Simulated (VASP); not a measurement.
# Ti5C4 in VASP: further runs

The runs below take Ti5C4 through single point, with PBEsol.

Everything below comes from runs of VASP 6.6.1. Logs are shortened: lines on timing, memory, paths and dates and some standing lists are left out, and cuts for length are marked.

## 1. The cell of the first run

The cell holds a slab with vacuum, 9 atoms: a = 3.036 Å, b = 3.036 Å, c = 24.915 Å, α = 90.00°, β = 90.00°, γ = 120.00°.

## 2. Single point, PBEsol

Input file INCAR:

```
SYSTEM = Ti5C4
PREC = Accurate
ENCUT = 520
EDIFF = 1E-6
ISMEAR = 0
SIGMA = 0.1
LREAL = .False.
LASPH = .True.
NELM = 60
ALGO = Normal
ISIF = 2
LWAVE = .False.
LCHARG = .True.
LDIPOL = .True.
IDIPOL = 3
DIPOL = 0.5 0.5 0.500
GGA = PS
LELF = .True.
LVHAR = .True.
LVACPOTAV = .True.
NBANDS = 48
```

Input file KPOINTS:

```
Automatic mesh
0
Gamma
  12 12 1
  0 0 0
```

Input file POSCAR:

```
Ti5C4
1.0
    3.0358717026      0.0000000000      0.0000000000
   -1.5179358513      2.6291420171      0.0000000000
    0.0000000000      0.0000000000     24.9151154613
Ti C
5 4
Direct
    0.6666666667      0.3333333333      0.3010220848
    0.3333333333      0.6666666667      0.4005110424
    0.0000000000      0.0000000000      0.5000000000
    0.6666666667      0.3333333333      0.5994889576
    0.3333333333      0.6666666667      0.6989779152
    0.0000000000      0.0000000000      0.3507665636
    0.6666666667      0.3333333333      0.4502555212
    0.3333333333      0.6666666667      0.5497444788
    0.0000000000      0.0000000000      0.6492334364
```

Potentials or basis: VASP PAW PBE potentials, release 64 (Ti_sv, C).

Command:

```
$ cat potpaw_PBE.64/Ti_sv/POTCAR potpaw_PBE.64/C/POTCAR > POTCAR
$ mpirun -np 1 vasp_std > vasp.out
```

OUTCAR:

```text
SYSTEM = Ti5C4
   PREC = Accurate
   ENCUT = 520
   EDIFF = 1E-6
   ISMEAR = 0
   LREAL = .False.
   LASPH = .True.
   NELM = 60
   ISIF = 2
   GGA = PS

 ion  position               nearest neighbor table
   1  0.667  0.333  0.301-   6 2.15   6 2.15   6 2.15
   2  0.333  0.667  0.401-   6 2.15   7 2.15   7 2.15   6 2.15   6 2.15   7 2.15
   3  0.000  0.000  0.500-   7 2.15   8 2.15   7 2.15   8 2.15   7 2.15   8 2.15
   4  0.667  0.333  0.599-   8 2.15   9 2.15   8 2.15   9 2.15   9 2.15   8 2.15
   5  0.333  0.667  0.699-   9 2.15   9 2.15   9 2.15
   6  0.000  0.000  0.351-   1 2.15   2 2.15   1 2.15   2 2.15   1 2.15   2 2.15
   7  0.667  0.333  0.450-   2 2.15   3 2.15   2 2.15   3 2.15   3 2.15   2 2.15
   8  0.333  0.667  0.550-   3 2.15   4 2.15   4 2.15   3 2.15   3 2.15   4 2.15
   9  0.000  0.000  0.649-   5 2.15   4 2.15   5 2.15   4 2.15   5 2.15   4 2.15

  LATTYP: Found a hexagonal cell.
 ALAT       =     3.0358717026
 C/A-ratio  =     8.2069065830

  Lattice vectors:

 A1 = (   3.0358717026,   0.0000000000,   0.0000000000)
 A2 = (  -1.5179358513,   2.6291420171,   0.0000000000)
 A3 = (   0.0000000000,   0.0000000000,  24.9151154613)

Analysis of symmetry for initial positions (statically):
=====================================================================
 Subroutine PRICEL returns:
 Original cell was already a primitive cell.

 Routine SETGRP: Setting up the symmetry group for a
 hexagonal supercell.

 Subroutine GETGRP returns: Found 12 space group operations
 (whereof 12 operations were pure point group operations)
 out of a pool of 24 trial point group operations.

The static configuration has the point symmetry D_3d.

Analysis of symmetry for dynamics (positions and initial velocities):
=====================================================================
 Subroutine PRICEL returns:
 Original cell was already a primitive cell.

 Routine SETGRP: Setting up the symmetry group for a
 hexagonal supercell.

 Subroutine GETGRP returns: Found 12 space group operations
 (whereof 12 operations were pure point group operations)
 out of a pool of 24 trial point group operations.

The dynamic configuration has the point symmetry D_3d.

 Subroutine INISYM returns: Found 12 space group operations
 (whereof 12 operations are pure point group operations),
 and found     1 'primitive' translations

----------------------------------------------------------------------------------------

                                     Primitive cell

  volume of cell :     198.8659

  direct lattice vectors                    reciprocal lattice vectors
     3.035871703  0.000000000  0.000000000     0.329394684  0.190176109  0.000000000
    -1.517935851  2.629142017  0.000000000     0.000000000  0.380352219  0.000000000
     0.000000000  0.000000000 24.915115461     0.000000000  0.000000000  0.040136278

  length of vectors
     3.035871703  3.035871703 24.915115461     0.380352219  0.380352219  0.040136278

  position of ions in fractional coordinates (direct lattice)
     0.666666667  0.333333333  0.301022085
     0.333333333  0.666666667  0.400511042
     0.000000000  0.000000000  0.500000000
     0.666666667  0.333333333  0.599488958
     0.333333333  0.666666667  0.698977915
     0.000000000  0.000000000  0.350766564
     0.666666667  0.333333333  0.450255521
     0.333333333  0.666666667  0.549744479
     0.000000000  0.000000000  0.649233436

  ion indices of the primitive-cell ions
   primitive index   ion index
                 1           1
                 2           2
                 3           3
                 4           4
                 5           5
                 6           6
                 7           7
                 8           8
                 9           9

----------------------------------------------------------------------------------------

 KPOINTS: Automatic mesh

Automatic generation of k-mesh.
 Grid dimensions read from file:
 generate k-points for:   12   12    1

 Generating k-lattice:

  Cartesian coordinates                     Fractional coordinates (reciprocal lattice)
     0.027449557  0.015848009  0.000000000     0.083333333  0.000000000  0.000000000
     0.000000000  0.031696018  0.000000000     0.000000000  0.083333333  0.000000000
     0.000000000  0.000000000  0.040136278     0.000000000  0.000000000  1.000000000

  Length of vectors
     0.031696018  0.031696018  0.040136278

  Shift w.r.t. Gamma in fractional coordinates (k-lattice)
     0.000000000  0.000000000  0.000000000

 Subroutine IBZKPT returns following result:
 ===========================================

 Found     19 irreducible k-points:

 Following reciprocal coordinates:
            Coordinates               Weight
  0.000000  0.000000  0.000000      1.000000
  0.083333  0.000000  0.000000      6.000000
  0.166667  0.000000  0.000000      6.000000
  0.250000  0.000000  0.000000      6.000000
  0.333333 -0.000000  0.000000      6.000000
  0.416667 -0.000000  0.000000      6.000000
[... 11 lines left out ...]
  0.333333  0.250000  0.000000     12.000000
  0.333333  0.333333  0.000000      2.000000
   k-points           NKPTS =     19   k-points in BZ     NKDIM =     19   number of bands    NBANDS=     48
   number of dos      NEDOS =    301   number of ions     NIONS =      9
   total plane-waves  NPLWV = 110592
   dimension x,y,z NGX =    24 NGY =   24 NGZ =  192
   dimension x,y,z NGXF=    48 NGYF=   48 NGZF=  384
   ions per type =               5   4
   NGX,Y,Z   is equivalent  to a cutoff of  13.14, 13.14, 12.81 a.u.
   NGXF,Y,Z  is equivalent  to a cutoff of  26.29, 26.29, 25.62 a.u.
 SYSTEM =  Ti5C4
   PREC   = accura    normal or accurate (medium, high low for compatibility)
   ISTART =      0    job   : 0-new  1-cont  2-samecut
   ICHARG =      2    charge: 1-file 2-atom 10-const
   ISPIN  =      1    spin polarized calculation?
   LNONCOLLINEAR =      F non collinear calculations
   LSORBIT =      F    spin-orbit coupling
   LASPH  =      T    aspherical Exc in radial PAW
   ENCUT  =  520.0 eV  38.22 Ry    6.18 a.u.   5.64  5.64 46.33*2*pi/ulx,y,z
   NELM   =     60;   NELMIN=  2; NELMDL= -5     # of ELM steps
   EDIFF  = 0.1E-05   stopping-criterion for ELM
   LREAL  =      F    real-space projection
   EDIFFG = 0.1E-04   stopping-criterion for IOM
   NSW    =      0    number of steps for IOM
   IBRION =     -1    ionic relax: 0-MD 1-quasi-New 2-CG
   NFREE  =      0    steps in history (QN), initial steepest desc. (CG)
   ISIF   =      2    stress and relaxation
   ISYM   =      2    0-nonsym 1-usesym 2-fastsym
   POTIM  = 0.5000    time-step for ionic-motion
   TEBEG  =    0.0;   TEEND  =   0.0 temperature during run
   PSTRESS=    0.0 pullay stress
   NELECT =      76.0000    total number of electrons
   NUPDOWN=      -1.0000    fix difference up-down
   EMIN   =  10.00;   EMAX   =-10.00  energy-range for DOS
   EFERMI =   0.00;   METHOD = LEGACY
   ISMEAR =     0;   SIGMA  =   0.10  broadening in eV -4-tet -1-fermi 0-gaus
   EFERMI_NEDOS =   21; number of points for ismear=-14 and -15
   IALGO  =     38    algorithm
   IMIX   =      4    mixing-type and parameters
     AMIX     =   0.40;   BMIX     =  1.00
     AMIX_MAG =   1.60;   BMIX_MAG =  1.00
  volume/ion in A,a.u.               =      22.10       149.11
  Fermi-wavevector in a.u.,A,eV,Ry     =   1.188026  2.245043 19.203338  1.411406
  Thomas-Fermi vector in A             =   2.324164
   LORBIT       =      0    0 simple, 1 ext, 2 COOP (PROOUT), +10 PAW based schemes
   GGA     = PS    functional components
   LHFCALC =     F    Hartree Fock is set to
   AEXX    =    0.0000 exact exchange contribution
   IVDW    =     0    specifies the selected vdW correction
   LEPSILON=     F    determine dielectric tensor
   LRPA    =     F    only Hartree local field effects (RPA)
 non-spin polarized calculation
 Gauss-broadening in eV      SIGMA  =   0.10
  energy-cutoff  :      520.00
  volume of cell :      198.87
 maximum number of plane-waves:      5395
 NGX is ok and might be reduce to    24
   NGX = 11   NGY = 11   NGZ = 93

 number of electron      75.9999996 magnetization

 dipolmoment           0.000000      0.000000     -0.000000 electrons x Angstroem

 Free energy of the ion-electron system (eV)
  ---------------------------------------------------
  ext. energy  EPLUGINS =         0.00000000
  ---------------------------------------------------
  free energy    TOTEN  =       -85.41760138 eV

  energy without entropy =      -85.38846801  energy(sigma->0) =      -85.40303469

 E-fermi :   2.3615     XC(G=0):  -7.1361

 val. band max:        2.3049436217   @ k =   0.1667   0.0000   0.0000
 cond. band min:       2.3756951281   @ k =   0.4167   0.1667   0.0000
 fundamental gap:      0.0707515065
 Fermi energy:         2.3614645585

 k-point     1 :       0.0000    0.0000    0.0000
  band No.  band energies     occupation
      1     -54.4647      2.00000
      2     -54.4647      2.00000
      3     -53.8943      2.00000
      4     -53.8754      2.00000
      5     -53.8285      2.00000
      6     -31.0017      2.00000
[... 40 lines left out ...]
     47       4.0652      0.00000
     48       4.5346      0.00000

 k-point     2 :       0.0833    0.0000    0.0000
  band No.  band energies     occupation
      1     -54.4613      2.00000
      2     -54.4613      2.00000
      3     -53.8897      2.00000
      4     -53.8717      2.00000
      5     -53.8256      2.00000
      6     -30.9963      2.00000
[... 40 lines left out ...]
     47       4.1576      0.00000
     48       4.5796      0.00000

 k-point     3 :       0.1667    0.0000    0.0000
  band No.  band energies     occupation
      1     -54.4518      2.00000
      2     -54.4518      2.00000
      3     -53.8772      2.00000
      4     -53.8615      2.00000
      5     -53.8177      2.00000
      6     -30.9817      2.00000
[... 805 lines left out ...]
     47       5.3531      0.00000
     48       5.3815      0.00000

 k-point    19 :       0.3333    0.3333    0.0000
  band No.  band energies     occupation
      1     -54.4062      2.00000
      2     -54.4062      2.00000
      3     -53.8126      2.00000
      4     -53.8126      2.00000
      5     -53.7841      2.00000
      6     -30.9119      2.00000
[... 40 lines left out ...]
     47       5.2105      0.00000
     48       5.5581      0.00000

------------------------ aborting loop because EDIFF is reached ----------------------------------------

  FORCE on cell =-STRESS in cart. coord.  units (eV):
  Direction    XX          YY          ZZ          XY          YZ          ZX
  --------------------------------------------------------------------------------------
  -------------------------------------------------------------------------------------
  Total       -1.5317076     -1.5317076     -5.9306146      0.0000000      0.0000000      0.0000000
  in kB      -12.3403106    -12.3403106    -47.7804154      0.0000000      0.0000000      0.0000000
  external PRESSURE =     -24.1536789 kB  Pullay stress =       0.0000000 kB

 VOLUME and BASIS-vectors are now :
 -----------------------------------------------------------------------------
  energy-cutoff  :      520.00
  volume of cell :      198.87
      direct lattice vectors                 reciprocal lattice vectors
     3.035871703  0.000000000  0.000000000     0.329394684  0.190176109  0.000000000
    -1.517935851  2.629142017  0.000000000     0.000000000  0.380352219  0.000000000
     0.000000000  0.000000000 24.915115461     0.000000000  0.000000000  0.040136278

 POSITION                                       TOTAL-FORCE (eV/Angst)
 -----------------------------------------------------------------------------------
      1.51794      0.87638      7.50000         0.000000      0.000000      1.888892
     -0.00000      1.75276      9.97878         0.000000     -0.000000      0.736698
      0.00000      0.00000     12.45756        -0.000000      0.000000      0.000000
      1.51794      0.87638     14.93634         0.000000      0.000000     -0.736698
     -0.00000      1.75276     17.41512         0.000000     -0.000000     -1.888892
      0.00000      0.00000      8.73939         0.000000      0.000000     -2.134190
      1.51794      0.87638     11.21817        -0.000000      0.000000     -0.243662
     -0.00000      1.75276     13.69695         0.000000     -0.000000      0.243662
      0.00000      0.00000     16.17573        -0.000000      0.000000      2.134190
 -----------------------------------------------------------------------------------
    total drift:                                0.000000      0.000000      0.000000

  FREE ENERGIE OF THE ION-ELECTRON SYSTEM (eV)
  ---------------------------------------------------
  free  energy   TOTEN  =       -85.4176013758 eV

  energy  without entropy=      -85.3884680054  energy(sigma->0) =      -85.40303469

 vacuum level on the upper side and lower side of the slab         7.017         7.017
```

Wall time 4.4 min (1 thread of Intel Xeon Platinum 8259CL at 2.50GHz (Skylake/Cascade Lake), shared host); peak memory 0.39 GiB.

Results:

- Free energy: -85.4176 eV
- Largest force: 2.134 eV/Å
- Band gap on the k mesh: zero (band 38 reaches 2.64 eV, above the bottom of band 39 at 2.07 eV)

Forces on the atoms (eV/Å):
```
Ti   0.000  0.000  1.889
Ti   0.000  0.000  0.737
Ti   0.000  0.000  0.000
Ti   0.000  0.000 -0.737
Ti   0.000  0.000 -1.889
C    0.000  0.000 -2.134
C    0.000  0.000 -0.244
C    0.000  0.000  0.244
C    0.000  0.000  2.134
```

Caveat: the PAW data sets were made with another functional, which shifts forces and pressure a little.

## 3. Single point, PBEsol

Input file INCAR:

```
SYSTEM = Ti5C4
  PREC = Accurate
  ENCUT = 520
  EDIFF = 1E-6
  ISMEAR = 0
  SIGMA = 0.1
  LREAL = .FALSE.
  LASPH = .TRUE.
  NELM = 60
  ALGO = Normal
  ISIF = 2
  LWAVE = .FALSE.
  LCHARG = .TRUE.
  LDIPOL = .TRUE.
  IDIPOL = 3
  DIPOL = 0.5 0.5 0.500
  GGA = PS
  LELF = .TRUE.
  LVHAR = .TRUE.
  LVACPOTAV = .TRUE.
  NBANDS = 48
```

Input file KPOINTS:

```
regular mesh
0
G
  12 12 1
  0 0 0
```

Input file POSCAR:

```
Ti5C4
1.0
    3.0358717026      0.0000000000      0.0000000000
   -1.5179358513      2.6291420171      0.0000000000
    0.0000000000      0.0000000000     24.9151154613
Ti C
5 4
Direct
    0.6666666667      0.3333333333      0.3074975136
    0.3333333333      0.6666666667      0.4033646284
    0.0000000000      0.0000000000      0.4999999897
    0.6666666667      0.3333333333      0.5966353790
    0.3333333333      0.6666666667      0.6925024966
    0.0000000000      0.0000000000      0.3481532325
    0.6666666667      0.3333333333      0.4501316411
    0.3333333333      0.6666666667      0.5498683527
    0.0000000000      0.0000000000      0.6518467663
```

Potentials or basis: VASP PAW PBE potentials, release 64 (Ti_sv, C).

Command:

```
$ cat potpaw_PBE.64/Ti_sv/POTCAR potpaw_PBE.64/C/POTCAR > POTCAR
$ mpirun -np 1 vasp_std > vasp.out
```

Run time: 6.3 min. Hardware: 1 thread of Intel Xeon Platinum 8259CL at 2.50GHz (Skylake/Cascade Lake), shared host; peak memory 0.4 GiB.

It converged, with:

| Quantity | Value |
| --- | --- |
| Free energy | -85.9386 eV |
| Largest force | 0.018 eV/Å |
| Band gap on the k mesh | zero (band 38 reaches 2.67 eV, above the bottom of band 39 at 2.13 eV) |

Forces on the atoms (eV/Å):
```
Ti   0.000  0.000 -0.018
Ti   0.000  0.000  0.003
Ti   0.000  0.000  0.000
Ti   0.000  0.000 -0.003
Ti   0.000  0.000  0.018
C    0.000  0.000 -0.002
C    0.000  0.000  0.001
C    0.000  0.000 -0.001
C    0.000  0.000  0.002
```

Levels at points of the mesh, in eV from the Fermi level:
| k point | band 36 | band 37 | band 38 | band 39 | band 40 | band 41 |
| --- | --- | --- | --- | --- | --- | --- |
| (0.00, 0.00, 0.00) | -0.71 | -0.44 | -0.33 | 0.54 | 0.54 | 0.61 |
| (0.50, 0.00, 0.00) | -1.83 | -0.99 | 0.32 | 0.32 | 0.81 | 1.54 |

Caveat: the PAW data sets were made with another functional, which shifts forces and pressure a little.
